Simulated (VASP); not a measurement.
# SnO in VASP: notebook

SnO is run at these levels: PBE+D3(BJ); tasks: single point.

Program: VASP 6.6.1. These are calculated values, not measurements. Logs are shortened: lines on timing, memory, paths and dates and some standing lists are left out, and cuts for length are marked.

### Step 1. The cell of the first run

The cell holds a slab with vacuum, 4 atoms: a = 3.515 Å, b = 3.515 Å, c = 30.633 Å, α = 90.00°, β = 90.00°, γ = 90.00°.

### Step 2. Single point, PBE+D3(BJ)

INCAR

```
ALGO = Normal
DIPOL = 0.5 0.5 0.500
EDIFF = 1E-7
ENCUT = 520
GGA = PE
IDIPOL = 3
ISIF = 2
ISMEAR = 0
IVDW = 12
LASPH = True
LCHARG = True
LDIPOL = True
LELF = True
LREAL = False
LVACPOTAV = True
LVHAR = True
LWAVE = False
NBANDS = 28
NELM = 100
PREC = Accurate
SIGMA = 0.02
```

KPOINTS

```
k-points
0
Gamma
  6 6 1
```

POSCAR

```
SnO
1.0
    3.5150000000      0.0000000000      0.0000000000
    0.0000000000      3.5150000000      0.0000000000
    0.0000000000      0.0000000000     30.6334027786
Sn O
2 2
Direct
    0.5000000000      0.0000000000      0.4654298934
    0.0000000000      0.5000000000      0.5345701066
    0.0000000000      0.0000000000      0.5000000000
    0.5000000000      0.5000000000      0.5000000000
```

Potentials or basis: VASP PAW PBE potentials, release 64 (Sn_d, O).

Launch:

```bash
$ cat potpaw_PBE.64/Sn_d/POTCAR potpaw_PBE.64/O/POTCAR > POTCAR
$ mpirun -np 1 vasp_std > vasp.out
```

OUTCAR:

```text
EDIFF = 1E-7
   ENCUT = 520
   GGA = PE
   ISIF = 2
   ISMEAR = 0
   IVDW = 12
   LASPH = True
   LREAL = False
   NELM = 100
   PREC = Accurate
 IVDW          = 12

 ion  position               nearest neighbor table
   1  0.500  0.000  0.465-   3 2.05   4 2.05   4 2.05   3 2.05   2 3.27   2 3.27   2 3.27   2 3.27

   2  0.000  0.500  0.535-   3 2.05   4 2.05   3 2.05   4 2.05   1 3.27   1 3.27   1 3.27   1 3.27

   3  0.000  0.000  0.500-   1 2.05   2 2.05   2 2.05   1 2.05
   4  0.500  0.500  0.500-   1 2.05   2 2.05   1 2.05   2 2.05

  LATTYP: Found a simple tetragonal cell.
 ALAT       =     3.5150000000
 C/A-ratio  =     8.7150505771

  Lattice vectors:

 A1 = (   3.5150000000,   0.0000000000,   0.0000000000)
 A2 = (   0.0000000000,   3.5150000000,   0.0000000000)
 A3 = (   0.0000000000,   0.0000000000,  30.6334027786)

Analysis of symmetry for initial positions (statically):
=====================================================================
 Subroutine PRICEL returns:
 Original cell was already a primitive cell.

 Routine SETGRP: Setting up the symmetry group for a
 simple tetragonal supercell.

 Subroutine GETGRP returns: Found 16 space group operations
 (whereof  8 operations were pure point group operations)
 out of a pool of 16 trial point group operations.

The static configuration has the point symmetry D_2d.
 The point group associated with its full space group is D_4h.

Analysis of symmetry for dynamics (positions and initial velocities):
=====================================================================
 Subroutine PRICEL returns:
 Original cell was already a primitive cell.

 Routine SETGRP: Setting up the symmetry group for a
 simple tetragonal supercell.

 Subroutine GETGRP returns: Found 16 space group operations
 (whereof  8 operations were pure point group operations)
 out of a pool of 16 trial point group operations.

The dynamic configuration has the point symmetry D_2d.
 The point group associated with its full space group is D_4h.

 Subroutine INISYM returns: Found 16 space group operations
 (whereof  8 operations are pure point group operations),
 and found     1 'primitive' translations

----------------------------------------------------------------------------------------

                                     Primitive cell

  volume of cell :     378.4826

  direct lattice vectors                    reciprocal lattice vectors
     3.515000000  0.000000000  0.000000000     0.284495021  0.000000000  0.000000000
     0.000000000  3.515000000  0.000000000     0.000000000  0.284495021  0.000000000
     0.000000000  0.000000000 30.633402779     0.000000000  0.000000000  0.032644104

  length of vectors
     3.515000000  3.515000000 30.633402779     0.284495021  0.284495021  0.032644104

  position of ions in fractional coordinates (direct lattice)
     0.500000000  0.000000000  0.465429893
     0.000000000  0.500000000  0.534570107
     0.000000000  0.000000000  0.500000000
     0.500000000  0.500000000  0.500000000

  ion indices of the primitive-cell ions
   primitive index   ion index
                 1           1
                 2           2
                 3           3
                 4           4

----------------------------------------------------------------------------------------

 KPOINTS: k-points

Automatic generation of k-mesh.
 Grid dimensions read from file:
 generate k-points for:    6    6    1

 Generating k-lattice:

  Cartesian coordinates                     Fractional coordinates (reciprocal lattice)
     0.047415837  0.000000000  0.000000000     0.166666667  0.000000000  0.000000000
     0.000000000  0.047415837  0.000000000     0.000000000  0.166666667  0.000000000
     0.000000000  0.000000000  0.032644104     0.000000000  0.000000000  1.000000000

  Length of vectors
     0.047415837  0.047415837  0.032644104

  Shift w.r.t. Gamma in fractional coordinates (k-lattice)
     0.000000000  0.000000000  0.000000000

 Subroutine IBZKPT returns following result:
 ===========================================

 Found     10 irreducible k-points:

 Following reciprocal coordinates:
            Coordinates               Weight
  0.000000  0.000000  0.000000      1.000000
  0.166667  0.000000  0.000000      4.000000
  0.333333  0.000000  0.000000      4.000000
  0.500000  0.000000  0.000000      2.000000
  0.166667  0.166667  0.000000      4.000000
  0.333333  0.166667  0.000000      8.000000
  0.500000  0.166667  0.000000      4.000000
  0.333333  0.333333  0.000000      4.000000
  0.500000  0.333333  0.000000      4.000000
  0.500000  0.500000  0.000000      1.000000
   k-points           NKPTS =     10   k-points in BZ     NKDIM =     10   number of bands    NBANDS=     28
   number of dos      NEDOS =    301   number of ions     NIONS =      4
   total plane-waves  NPLWV = 188160
   dimension x,y,z NGX =    28 NGY =   28 NGZ =  240
   dimension x,y,z NGXF=    56 NGYF=   56 NGZF=  480
   ions per type =               2   2
   NGX,Y,Z   is equivalent  to a cutoff of  13.24, 13.24, 13.02 a.u.
   NGXF,Y,Z  is equivalent  to a cutoff of  26.49, 26.49, 26.05 a.u.
 SYSTEM =  unknown system
   PREC   = accura    normal or accurate (medium, high low for compatibility)
   ISTART =      0    job   : 0-new  1-cont  2-samecut
   ICHARG =      2    charge: 1-file 2-atom 10-const
   ISPIN  =      1    spin polarized calculation?
   LNONCOLLINEAR =      F non collinear calculations
   LSORBIT =      F    spin-orbit coupling
   LASPH  =      T    aspherical Exc in radial PAW
   ENCUT  =  520.0 eV  38.22 Ry    6.18 a.u.   6.54  6.54 56.96*2*pi/ulx,y,z
   NELM   =    100;   NELMIN=  2; NELMDL= -5     # of ELM steps
   EDIFF  = 0.1E-06   stopping-criterion for ELM
   LREAL  =      F    real-space projection
   EDIFFG = 0.1E-05   stopping-criterion for IOM
   NSW    =      0    number of steps for IOM
   IBRION =     -1    ionic relax: 0-MD 1-quasi-New 2-CG
   NFREE  =      0    steps in history (QN), initial steepest desc. (CG)
   ISIF   =      2    stress and relaxation
   ISYM   =      2    0-nonsym 1-usesym 2-fastsym
   POTIM  = 0.5000    time-step for ionic-motion
   TEBEG  =    0.0;   TEEND  =   0.0 temperature during run
   PSTRESS=    0.0 pullay stress
   NELECT =      40.0000    total number of electrons
   NUPDOWN=      -1.0000    fix difference up-down
   EMIN   =  10.00;   EMAX   =-10.00  energy-range for DOS
   EFERMI =   0.00;   METHOD = LEGACY
   ISMEAR =     0;   SIGMA  =   0.02  broadening in eV -4-tet -1-fermi 0-gaus
   EFERMI_NEDOS =   21; number of points for ismear=-14 and -15
   IALGO  =     38    algorithm
   IMIX   =      4    mixing-type and parameters
     AMIX     =   0.40;   BMIX     =  1.00
     AMIX_MAG =   1.60;   BMIX_MAG =  1.00
  volume/ion in A,a.u.               =      94.62       638.53
  Fermi-wavevector in a.u.,A,eV,Ry     =   0.774009  1.462666  8.151120  0.599090
  Thomas-Fermi vector in A             =   1.875975
   LORBIT       =      0    0 simple, 1 ext, 2 COOP (PROOUT), +10 PAW based schemes
   GGA     = PE    functional components
   LHFCALC =     F    Hartree Fock is set to
   AEXX    =    0.0000 exact exchange contribution
   IVDW    =    12    specifies the selected vdW correction
   LEPSILON=     F    determine dielectric tensor
   LRPA    =     F    only Hartree local field effects (RPA)
 non-spin polarized calculation
 Gauss-broadening in eV      SIGMA  =   0.02
  energy-cutoff  :      520.00
  volume of cell :      378.48
 maximum number of plane-waves:     10281
 NGX is ok and might be reduce to    28
   NGX = 13   NGY = 13   NGZ =113

 number of electron      40.0000015 magnetization

 dipolmoment           0.000000      0.000000     -0.000000 electrons x Angstroem

 Free energy of the ion-electron system (eV)
  ---------------------------------------------------
  ext. energy  EPLUGINS =         0.00000000
  ---------------------------------------------------
  free energy    TOTEN  =       -20.61321324 eV

  energy without entropy =      -20.61321324  energy(sigma->0) =      -20.61321324

 E-fermi :  -3.3817     XC(G=0):  -2.2061

 val. band max:       -3.5673767286   @ k =   0.3333   0.3333   0.0000
 cond. band min:      -0.4570772608   @ k =   0.5000   0.0000   0.0000
 fundamental gap:      3.1102994678
 Fermi energy:        -3.3817132397

 k-point     1 :       0.0000    0.0000    0.0000
  band No.  band energies     occupation
      1     -25.5506      2.00000
      2     -25.4680      2.00000
      3     -24.3169      2.00000
      4     -24.2923      2.00000
      5     -24.2923      2.00000
      6     -24.1520      2.00000
[... 20 lines left out ...]
     27       2.6547      0.00000
     28       2.6547      0.00000

 k-point     2 :       0.1667    0.0000    0.0000
  band No.  band energies     occupation
      1     -25.5573      2.00000
      2     -25.4975      2.00000
      3     -24.2889      2.00000
      4     -24.2862      2.00000
      5     -24.2769      2.00000
      6     -24.1548      2.00000
[... 20 lines left out ...]
     27       2.9766      0.00000
     28       2.9941      0.00000

 k-point     3 :       0.3333    0.0000    0.0000
  band No.  band energies     occupation
      1     -25.5775      2.00000
      2     -25.5568      2.00000
      3     -24.2779      2.00000
      4     -24.2400      2.00000
      5     -24.2201      2.00000
      6     -24.2094      2.00000
[... 20 lines left out ...]
     27       3.8975      0.00000
     28       3.9453      0.00000

 k-point     4 :       0.5000    0.0000    0.0000
  band No.  band energies     occupation
      1     -25.5880      2.00000
      2     -25.5880      2.00000
      3     -24.2534      2.00000
      4     -24.2534      2.00000
      5     -24.2084      2.00000
      6     -24.2084      2.00000
[... 20 lines left out ...]
     27       5.1141      0.00000
     28       5.1141      0.00000

 k-point     5 :       0.1667    0.1667    0.0000
  band No.  band energies     occupation
      1     -25.5645      2.00000
      2     -25.5203      2.00000
      3     -24.2779      2.00000
      4     -24.2745      2.00000
      5     -24.2647      2.00000
      6     -24.1457      2.00000
[... 20 lines left out ...]
     27       3.1605      0.00000
     28       3.1995      0.00000

 k-point     6 :       0.3333    0.1667    0.0000
  band No.  band energies     occupation
      1     -25.5859      2.00000
      2     -25.5704      2.00000
      3     -24.2594      2.00000
      4     -24.2302      2.00000
      5     -24.2280      2.00000
      6     -24.1737      2.00000
[... 20 lines left out ...]
     27       3.9318      0.00000
     28       4.2461      0.00000

 k-point     7 :       0.5000    0.1667    0.0000
  band No.  band energies     occupation
      1     -25.5978      2.00000
      2     -25.5978      2.00000
      3     -24.2393      2.00000
      4     -24.2393      2.00000
      5     -24.1922      2.00000
      6     -24.1922      2.00000
[... 20 lines left out ...]
     27       5.1637      0.00000
     28       5.1637      0.00000

 k-point     8 :       0.3333    0.3333    0.0000
  band No.  band energies     occupation
      1     -25.6102      2.00000
      2     -25.6050      2.00000
      3     -24.2181      2.00000
      4     -24.2017      2.00000
      5     -24.1833      2.00000
      6     -24.1815      2.00000
[... 20 lines left out ...]
     27       4.5673      0.00000
     28       4.9458      0.00000

 k-point     9 :       0.5000    0.3333    0.0000
  band No.  band energies     occupation
      1     -25.6251      2.00000
      2     -25.6251      2.00000
      3     -24.2045      2.00000
      4     -24.2045      2.00000
      5     -24.1643      2.00000
      6     -24.1643      2.00000
[... 20 lines left out ...]
     27       4.7788      0.00000
     28       4.7788      0.00000

 k-point    10 :       0.5000    0.5000    0.0000
  band No.  band energies     occupation
      1     -25.6416      2.00000
      2     -25.6416      2.00000
      3     -24.2051      2.00000
      4     -24.2051      2.00000
      5     -24.1334      2.00000
      6     -24.1334      2.00000
[... 20 lines left out ...]
     27       5.5730      0.00000
     28       5.5730      0.00000

------------------------ aborting loop because EDIFF is reached ----------------------------------------

 vacuum level on the upper side and lower side of the slab       (xc-potential included)        -0.114        -0.114

 Edisp (eV)   -0.66531

 E8    (eV) :    -0.3010

  FORCE on cell =-STRESS in cart. coord.  units (eV):
  Direction    XX          YY          ZZ          XY          YZ          ZX
  --------------------------------------------------------------------------------------
  -------------------------------------------------------------------------------------
  Total      15.49565    15.49565    12.92471     0.00000    -0.00000     0.00000
  in kB      65.59556    65.59556    54.71235     0.00000    -0.00000     0.00000
  external pressure =       61.97 kB  Pullay stress =        0.00 kB

 VOLUME and BASIS-vectors are now :
 -----------------------------------------------------------------------------
  energy-cutoff  :      520.00
  volume of cell :      378.48
      direct lattice vectors                 reciprocal lattice vectors
     3.515000000  0.000000000  0.000000000     0.284495021  0.000000000  0.000000000
     0.000000000  3.515000000  0.000000000     0.000000000  0.284495021  0.000000000
     0.000000000  0.000000000 30.633402779     0.000000000  0.000000000  0.032644104

 POSITION                                       TOTAL-FORCE (eV/Angst)
 -----------------------------------------------------------------------------------
      1.75750      0.00000     14.25770         0.000000      0.000000     -6.136116
      0.00000      1.75750     16.37570        -0.000000     -0.000000      6.136116
      0.00000      0.00000     15.31670        -0.000000      0.000000      0.000000
      1.75750      1.75750     15.31670         0.000000      0.000000      0.000000
 -----------------------------------------------------------------------------------
    total drift:                                0.000000      0.000000      0.000000

  FREE ENERGIE OF THE ION-ELECTRON SYSTEM (eV)
  ---------------------------------------------------
  free  energy   TOTEN  =       -21.2785250232 eV

  energy  without entropy=      -21.2785250232  energy(sigma->0) =      -21.27852502

 vacuum level on the upper side and lower side of the slab         2.250         2.250
```

It took 4.6 min on 1 thread of Intel Xeon Platinum 8375C at 2.90GHz (Ice Lake), shared host; peak memory 0.47 GiB.

Results:

```yaml
Free_energy: -21.2785 eV
Largest_force: 6.136 eV/Å
Band_gap_on_the_k_mesh: 3.11 eV, indirect (least direct gap 3.14 eV)
Dispersion_energy_per_atom: -0.166 eV
Ionisation_potential_of_the_upper_face: 5.82 eV
```

Forces in eV/Å, atoms in the order of the input:
```
Sn   0.000  0.000 -6.136
Sn   0.000  0.000  6.136
O    0.000  0.000  0.000
O    0.000  0.000  0.000
```

Levels at points of the mesh, in eV from the valence-band top:
```csv
k point,band 18,band 19,band 20,band 21,band 22,band 23
"(0.00, 0.00, 0.00)",-3.26,-3.26,-0.31,3.12,3.77,5.49
"(0.50, 0.00, 0.00)",-5.31,-0.56,-0.56,3.11,3.11,6.89
"(0.50, 0.50, 0.00)",-2.43,-0.22,-0.22,3.52,3.52,5.77
```

Caveat: spin-orbit coupling is left out, which moves the levels of the heavy elements.

### Step 3. Single point, PBE+D3(BJ)

INCAR

```
PREC = Accurate ; ENCUT = 520
EDIFF = 1E-6 ; ISMEAR = 0
SIGMA = 0.02 ; LREAL = False
LASPH = True ; NELM = 80
ALGO = Normal ; ISIF = 2
LWAVE = False ; LCHARG = False
LDIPOL = True ; IDIPOL = 3
DIPOL = 0.5 0.5 0.500 ; GGA = PE
IVDW = 12 ; NBANDS = 28
```

KPOINTS

```
regular mesh
0
Gamma
  6 6 1
```

POSCAR: that of step 2 with these lines changed.

```diff
@@ -8,4 +8,4 @@
 Direct
-    0.5000000000      0.0000000000      0.4654298934
-    0.0000000000      0.5000000000      0.5345701066
+    0.5000000000      0.0000000000      0.4627530768
+    0.0000000000      0.5000000000      0.5372469232
     0.0000000000      0.0000000000      0.5000000000
```

Potentials or basis: VASP PAW PBE potentials, release 64 (Sn_d, O).

Launch:

```bash
$ cat potpaw_PBE.64/Sn_d/POTCAR potpaw_PBE.64/O/POTCAR > POTCAR
$ mpirun -np 1 vasp_std > vasp.out
```

It took 3.9 min on 1 thread of Intel Xeon Platinum 8375C at 2.90GHz (Ice Lake), shared host; peak memory 0.49 GiB.

The run converged. Its results:

```yaml
Free_energy: -22.0811 eV
Largest_force: 3.677 eV/Å
Band_gap_on_the_k_mesh: 3.05 eV, indirect (least direct gap 3.17 eV)
Dispersion_energy_per_atom: -0.164 eV
```

Forces on the atoms (eV/Å):
```
Sn   0.000  0.000 -3.677
Sn   0.000  0.000  3.677
O    0.000  0.000  0.000
O    0.000  0.000  0.000
```

Levels at points of the mesh, in eV from the valence-band top:
| k point | band 16 | band 17 | band 18 | band 19 | band 20 | band 21 | band 22 | band 23 | band 24 | band 25 |
| --- | --- | --- | --- | --- | --- | --- | --- | --- | --- | --- |
| (0.00, 0.00, 0.00) | -3.71 | -2.98 | -2.34 | -2.34 | -0.39 | 3.80 | 3.94 | 5.49 | 5.69 | 6.01 |
| (0.50, 0.00, 0.00) | -5.01 | -4.42 | -4.42 | -0.59 | -0.59 | 3.05 | 3.05 | 7.00 | 7.00 | 8.24 |
| (0.50, 0.50, 0.00) | -5.35 | -1.58 | -1.58 | -0.25 | -0.25 | 3.38 | 3.38 | 5.61 | 5.61 | 6.39 |

Caveat: spin-orbit coupling is left out, which moves the levels of the heavy elements.
